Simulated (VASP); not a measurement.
# Al16Cu in VASP: further runs

Runs on Al16Cu. Level: PBE+D3(BJ). Tasks: single point.

Program: VASP 6.6.1. These are calculated values, not measurements. Logs are shortened: lines on timing, memory, paths and dates and some standing lists are left out, and cuts for length are marked.

**1. The cell of the first run**

The cell holds a slab with vacuum, 17 atoms: a = 5.632 Å, b = 7.965 Å, c = 21.229 Å, α = 90.00°, β = 90.00°, γ = 90.00°.

**2. Single point, PBE+D3(BJ)**

Input file INCAR:

```
SYSTEM = Al16Cu
ALGO = Normal
DIPOL = 0.5 0.5 0.303
EDIFF = 1E-6
ENCUT = 520
GGA = PE
IDIPOL = 3
ISIF = 2
ISMEAR = 0
IVDW = 12
LASPH = .TRUE.
LCHARG = .TRUE.
LDIPOL = .TRUE.
LELF = .TRUE.
LREAL = Auto
LVACPOTAV = .TRUE.
LVHAR = .TRUE.
LWAVE = .FALSE.
NBANDS = 44
NELM = 100
PREC = Accurate
SIGMA = 0.1
```

Input file KPOINTS:

```
k-points
0
G
  5 4 1
  0 0 0
```

Input file POSCAR:

```
Al16Cu
1.0
    5.6324246412      0.0000000000      0.0000000000
    0.0000000000      7.9654513166      0.0000000000
    0.0000000000      0.0000000000     21.2293510975
Al Cu
16 1
Direct
    0.2500000000      0.2500000000      0.1884183827
    0.2500000000      0.7500000000      0.1884183827
    0.7500000000      0.2500000000      0.1884183827
    0.7500000000      0.7500000000      0.1884183827
    0.0000000000      0.0000000000      0.2547466541
    0.0000000000      0.5000000000      0.2547466541
    0.5000000000      0.0000000000      0.2547466541
    0.5000000000      0.5000000000      0.2547466541
    0.2500000000      0.2500000000      0.3240951258
    0.2500000000      0.7500000000      0.3240951258
    0.7500000000      0.2500000000      0.3240951258
    0.7500000000      0.7500000000      0.3240951258
    0.0000000000      0.0000000000      0.3876402562
    0.0000000000      0.5000000000      0.3876402562
    0.5000000000      0.0000000000      0.3876402562
    0.5000000000      0.5000000000      0.3876402562
    0.1666666667      0.0000000000      0.5289540432
```

Potentials or basis: VASP PAW PBE potentials, release 64 (Al, Cu).

Run with:

```sh
$ cat potpaw_PBE.64/Al/POTCAR potpaw_PBE.64/Cu/POTCAR > POTCAR
$ mpirun -np 1 vasp_std > vasp.out
```

OUTCAR:

```text
SYSTEM = Al16Cu
   EDIFF = 1E-6
   ENCUT = 520
   GGA = PE
   ISIF = 2
   ISMEAR = 0
   IVDW = 12
   LASPH = .TRUE.
   LREAL = Auto
   NELM = 100
   PREC = Accurate
 IVDW          = 12

 ion  position               nearest neighbor table
   1  0.250  0.250  0.188-   3 2.82   3 2.82   6 2.82   7 2.82   8 2.82   5 2.82   9 2.88
   2  0.250  0.750  0.188-   4 2.82   4 2.82   6 2.82   7 2.82   8 2.82   5 2.82  10 2.88
   3  0.750  0.250  0.188-   1 2.82   1 2.82   6 2.82   7 2.82   8 2.82   5 2.82  11 2.88
   4  0.750  0.750  0.188-   2 2.82   2 2.82   6 2.82   7 2.82   8 2.82   5 2.82  12 2.88
   5  0.000  0.000  0.255-   7 2.82   7 2.82   3 2.82   4 2.82   1 2.82   2 2.82  13 2.82  11 2.85
                            12 2.85   9 2.85  10 2.85
   6  0.000  0.500  0.255-   8 2.82   8 2.82   3 2.82   4 2.82   1 2.82   2 2.82  14 2.82  11 2.85
                            12 2.85   9 2.85  10 2.85
   7  0.500  0.000  0.255-   5 2.82   5 2.82   3 2.82   4 2.82   1 2.82   2 2.82  15 2.82  11 2.85
                            12 2.85   9 2.85  10 2.85
   8  0.500  0.500  0.255-   6 2.82   6 2.82   3 2.82   4 2.82   1 2.82   2 2.82  16 2.82  11 2.85
                            12 2.85   9 2.85  10 2.85
   9  0.250  0.250  0.324-  13 2.79  14 2.79  15 2.79  16 2.79  11 2.82  11 2.82   7 2.85   8 2.85
                             5 2.85   6 2.85   1 2.88
  10  0.250  0.750  0.324-  13 2.79  14 2.79  15 2.79  16 2.79  12 2.82  12 2.82   7 2.85   8 2.85
                             5 2.85   6 2.85   2 2.88
  11  0.750  0.250  0.324-  13 2.79  14 2.79  15 2.79  16 2.79   9 2.82   9 2.82   7 2.85   8 2.85
                             5 2.85   6 2.85   3 2.88
  12  0.750  0.750  0.324-  13 2.79  14 2.79  15 2.79  16 2.79  10 2.82  10 2.82   7 2.85   8 2.85
                             5 2.85   6 2.85   4 2.88
  13  0.000  0.000  0.388-   9 2.79  10 2.79  11 2.79  12 2.79  15 2.82  15 2.82   5 2.82
  14  0.000  0.500  0.388-   9 2.79  10 2.79  11 2.79  12 2.79  16 2.82  16 2.82   6 2.82
  15  0.500  0.000  0.388-   9 2.79  10 2.79  11 2.79  12 2.79  13 2.82  13 2.82   7 2.82
  16  0.500  0.500  0.388-   9 2.79  10 2.79  11 2.79  12 2.79  14 2.82  14 2.82   8 2.82
  17  0.167  0.000  0.529-

  LATTYP: Found a simple orthorhombic cell.
 ALAT       =     5.6324246412
 B/A-ratio  =     1.4142135624
 C/A-ratio  =     3.7691318482

  Lattice vectors:

 A1 = (   5.6324246412,   0.0000000000,   0.0000000000)
 A2 = (   0.0000000000,   7.9654513166,   0.0000000000)
 A3 = (   0.0000000000,   0.0000000000,  21.2293510975)

Analysis of symmetry for initial positions (statically):
=====================================================================
 Subroutine PRICEL returns:
 Original cell was already a primitive cell.

 Routine SETGRP: Setting up the symmetry group for a
 simple orthorhombic supercell.

 Subroutine GETGRP returns: Found  2 space group operations
[... 148 lines left out ...]
   IALGO  =     38    algorithm
   IMIX   =      4    mixing-type and parameters
     AMIX     =   0.40;   BMIX     =  1.00
     AMIX_MAG =   1.60;   BMIX_MAG =  1.00
  volume/ion in A,a.u.               =      56.03       378.09
  Fermi-wavevector in a.u.,A,eV,Ry     =   0.647756  1.224081  5.708836  0.419588
  Thomas-Fermi vector in A             =   1.716167
   LORBIT       =      0    0 simple, 1 ext, 2 COOP (PROOUT), +10 PAW based schemes
   GGA     = PE    functional components
   LHFCALC =     F    Hartree Fock is set to
   AEXX    =    0.0000 exact exchange contribution
   IVDW    =    12    specifies the selected vdW correction
   LEPSILON=     F    determine dielectric tensor
   LRPA    =     F    only Hartree local field effects (RPA)
 non-spin polarized calculation
 Gauss-broadening in eV      SIGMA  =   0.10
  energy-cutoff  :      520.00
  volume of cell :      952.45
 maximum number of plane-waves:     25710
 NGX is ok and might be reduce to    42
   NGX = 21   NGY = 29   NGZ = 79

 dipolmoment           0.000000      0.000000     -0.008410 electrons x Angstroem

 number of electron      59.0000014 magnetization

 dipolmoment           0.000000      0.000000      0.044819 electrons x Angstroem

 Free energy of the ion-electron system (eV)
  ---------------------------------------------------
  ext. energy  EPLUGINS =         0.00000000
  ---------------------------------------------------
  free energy    TOTEN  =       -56.00794070 eV

  energy without entropy =      -55.94844175  energy(sigma->0) =      -55.97819123

 E-fermi :  -0.5695     XC(G=0):  -4.1310

 val. band max:       -0.5743031901   @ k =   0.0000   0.2500   0.0000
 cond. band min:      -0.5664022411   @ k =   0.2000   0.2500   0.0000
 fundamental gap:      0.0079009490
 Fermi energy:        -0.5694739245

 k-point     1 :       0.0000    0.0000    0.0000
  band No.  band energies     occupation
      1     -11.0231      2.00000
      2      -8.7702      2.00000
      3      -8.7179      2.00000
      4      -8.5777      2.00000
      5      -6.4822      2.00000
      6      -6.4503      2.00000
[... 385 lines left out ...]
     40       1.9361      0.00000
     41       2.0268      0.00000
 [bands above 41 left out]

------------------------ aborting loop because EDIFF is reached ----------------------------------------

 Edisp (eV)   -3.56674

 E8    (eV) :    -1.6662

  FORCE on cell =-STRESS in cart. coord.  units (eV):
  Direction    XX          YY          ZZ          XY          YZ          ZX
  --------------------------------------------------------------------------------------
  -------------------------------------------------------------------------------------
  Total     -11.44108    -3.54695    -5.19822     0.00000     0.00000    -0.36221
  in kB     -19.24576    -5.96656    -8.74425     0.00000     0.00000    -0.60929
  external pressure =      -11.32 kB  Pullay stress =        0.00 kB

 VOLUME and BASIS-vectors are now :
 -----------------------------------------------------------------------------
  energy-cutoff  :      520.00
  volume of cell :      952.45
      direct lattice vectors                 reciprocal lattice vectors
     5.632424641  0.000000000  0.000000000     0.177543432  0.000000000  0.000000000
     0.000000000  7.965451317  0.000000000     0.000000000  0.125542165  0.000000000
     0.000000000  0.000000000 21.229351098     0.000000000  0.000000000  0.047104596

 POSITION                                       TOTAL-FORCE (eV/Angst)
 -----------------------------------------------------------------------------------
      1.40811      1.99136      4.00000        -0.001505     -0.007027      0.172280
      1.40811      5.97409      4.00000        -0.001505      0.007027      0.172280
      4.22432      1.99136      4.00000         0.011010      0.008133      0.168517
      4.22432      5.97409      4.00000         0.011010     -0.008133      0.168517
      0.00000      0.00000      5.40811        -0.120807      0.000000     -0.168558
      0.00000      3.98273      5.40811        -0.034198      0.000000     -0.086842
[... 9 lines left out ...]
      2.81621      3.98273      8.22935        -0.012655      0.000000      0.000935
      0.93874      0.00000     11.22935        -0.086159      0.000000     -1.249437
 -----------------------------------------------------------------------------------
    total drift:                                0.000334      0.000000     -0.003027

  FREE ENERGIE OF THE ION-ELECTRON SYSTEM (eV)
  ---------------------------------------------------
  free  energy   TOTEN  =       -59.5746767204 eV

  energy  without entropy=      -59.5151777711  energy(sigma->0) =      -59.54492725

 vacuum level on the upper side and lower side of the slab         3.662         3.482
```

OSZICAR:

```text
N       E                     dE             d eps       ncg     rms          rms(c)
DAV:   1     0.258090239448E+03    0.25809E+03   -0.17002E+04   792   0.944E+02
DAV:   2    -0.428602926372E+02   -0.30095E+03   -0.28287E+03  1040   0.172E+02
DAV:   3    -0.639188710319E+02   -0.21059E+02   -0.19403E+02   980   0.508E+01
DAV:   4    -0.654261248580E+02   -0.15073E+01   -0.14560E+01  1360   0.158E+01
[... 34 lines left out ...]
DAV:  39    -0.560079447452E+02    0.58973E-05   -0.14256E-05   944   0.336E-02    0.219E-02
DAV:  40    -0.560079373403E+02    0.74049E-05   -0.28237E-05   928   0.512E-02    0.780E-03
DAV:  41    -0.560079385626E+02   -0.12223E-05   -0.34882E-06   908   0.103E-02    0.487E-03
DAV:  42    -0.560079406426E+02   -0.20800E-05   -0.89090E-06   744   0.312E-02    0.466E-03
DAV:  43    -0.560079407007E+02   -0.58139E-07   -0.18716E-06   776   0.148E-02
   1 F= -.59574677E+02 E0= -.59544927E+02  d E =-.594989E-01
```

stdout:

```text
POSCAR found type information on POSCAR AlCu
 POSCAR found :  2 types and      17 ions
 scaLAPACK will be used
 LDA part: xc-table for (Slater+PW92), standard interpolation
 POSCAR, INCAR and KPOINTS ok, starting setup
 FFT: planning ... GRIDC
 FFT: planning ... GRID_SOFT
 FFT: planning ... GRID
 WAVECAR not read
 entering main loop
 -----------------------------------------------------------------------------
|                                                                             |
|           W    W    AA    RRRRR   N    N  II  N    N   GGGG   !!!           |
|           W    W   A  A   R    R  NN   N  II  NN   N  G    G  !!!           |
|           W    W  A    A  R    R  N N  N  II  N N  N  G       !!!           |
|           W WW W  AAAAAA  RRRRR   N  N N  II  N  N N  G  GGG   !            |
|           WW  WW  A    A  R   R   N   NN  II  N   NN  G    G                |
|           W    W  A    A  R    R  N    N  II  N    N   GGGG   !!!           |
|                                                                             |
|     Did not find any points to average over, which means that no vacuum     |
|     field-free region was found. Please increase the size of  your cell     |
|     in the dimension of the dipole correction to obtain accurate            |
|     workfunction values.                                                    |
|                                                                             |
 -----------------------------------------------------------------------------
```

Wall time 13 min (1 thread of Intel Xeon 6975P-C (Granite Rapids), shared host); peak memory 0.88 GiB.

Results:

```
Free energy                : -59.5747 eV
Largest force              : 1.252 eV/Å
Band gap on the k mesh     : zero (an odd number of electrons rules out a gap without spin polarisation)
Dispersion energy per atom : -0.210 eV
```

Forces in eV/Å, atoms in the order of the input:
```
Al  -0.002 -0.007  0.172
Al  -0.002  0.007  0.172
Al   0.011  0.008  0.169
Al   0.011 -0.008  0.169
Al  -0.121  0.000 -0.169
Al  -0.034  0.000 -0.087
Al   0.131  0.000 -0.133
Al   0.015  0.000 -0.079
Al   0.037 -0.018 -0.039
Al   0.037  0.018 -0.039
Al  -0.020 -0.052 -0.050
Al  -0.020  0.052 -0.050
Al   0.048  0.000  0.893
Al   0.007  0.000  0.030
Al  -0.001  0.000  0.288
Al  -0.013  0.000  0.001
Cu  -0.086  0.000 -1.249
```

[end of part 1 of 2]
